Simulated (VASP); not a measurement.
A run of VASP 6.6.1 is set up as follows.

Contents of INCAR:

```
SYSTEM = Li
AGGAC = 1.0
AGGAX = 1.0
ALDAC = 0.0
ALDAX = 1.0
ALGO = Normal
EDIFF = 1E-6
ENCUT = 520
GGA = B5
ISIF = 2
ISMEAR = -1
LASPH = .TRUE.
LCHARG = .FALSE.
LREAL = .FALSE.
LWAVE = .FALSE.
NBANDS = 10
NELM = 60
PREC = Accurate
SIGMA = 0.1
```

File KPOINTS:

```
k-points
0
G
  15 15 15
  0 0 0
```

The input POSCAR:

```
Li
1.0
    0.0000000000      3.0364081056      3.0364081056
    3.0364081056      0.0000000000      3.0364081056
    3.0364081056      3.0364081056      0.0000000000
Li
2
Direct
    0.1250000000      0.1250000000      0.1250000000
    0.8750000000      0.8750000000      0.8750000000
```

Potentials or basis: VASP PAW PBE potentials, release 64 (Li_sv).

Launch:

```console
$ cat potpaw_PBE.64/Li_sv/POTCAR > POTCAR
$ mpirun -np 1 vasp_std > vasp.out
```

Question: Predict the band gap on the k mesh.

Answer: Zero (band 3 reaches 0.77 eV, above the bottom of band 4 at -0.05 eV).
